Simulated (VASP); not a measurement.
Set up this calculation in VASP 6.6.1, as the native input.

| Property | Result |
| --- | --- |
| Task | single point |
| Functional | PBE |
| Potentials or basis | VASP PAW PBE potentials, release 64 (Mn_pv) |
| Cutoff | 520 eV |
| k mesh | 12 × 12 × 9 |
| Occupations | fermi-dirac, width 0.05 eV |
| Spin | collinear spin, antiferromagnetic start |
| Starting moments | [3.0, -3.0] μB |
| Dipole correction | no |
| Further INCAR settings | ALGO = Normal; EDIFF = 1e-07; NBANDS = 24 |

The structure of Mn lies in POSCAR:

```
Mn
1.0
    2.5720972525      0.0000000000      0.0000000000
    0.0000000000      2.5720972525      0.0000000000
    0.0000000000      0.0000000000      3.4580629303
Mn
2
Direct
    1.0000000000      0.0000000000      0.0000000000
    0.5000000000      0.5000000000      0.5000000000
```

The input as run:

INCAR

```
SYSTEM = Mn
  PREC = Accurate
  ENCUT = 520
  EDIFF = 1E-7
  ISMEAR = -1
  SIGMA = 0.05
  LREAL = .FALSE.
  LASPH = .TRUE.
  NELM = 150
  ALGO = Normal
  ISIF = 2
  LWAVE = .FALSE.
  LCHARG = .FALSE.
  ISPIN = 2
  MAGMOM = 3 -3
  LORBIT = 11
  LMAXMIX = 4
  GGA = PE
  NBANDS = 24
```

KPOINTS

```
regular mesh
0
G
  12 12 9
  0 0 0
```

Potentials or basis: VASP PAW PBE potentials, release 64 (Mn_pv).

Launch:

```console
$ cat potpaw_PBE.64/Mn_pv/POTCAR > POTCAR
$ mpirun -np 1 vasp_std > vasp.out
```

Results of the run:

```yaml
Pressure: 0.3 GPa
Band_gap_on_the_k_mesh: zero (filled and empty bands overlap)
Net_moment: 0.00 μB per cell
Site_moments: Mn +1.87, -1.87 μB
Valence_electrons_inside_the_program's_atomic_spheres: Mn 11.87
```

It took 83 s on 1 thread of AMD EPYC 9R45 96-Core Processor (Zen 5), on a shared host, peak memory 0.19 GiB.
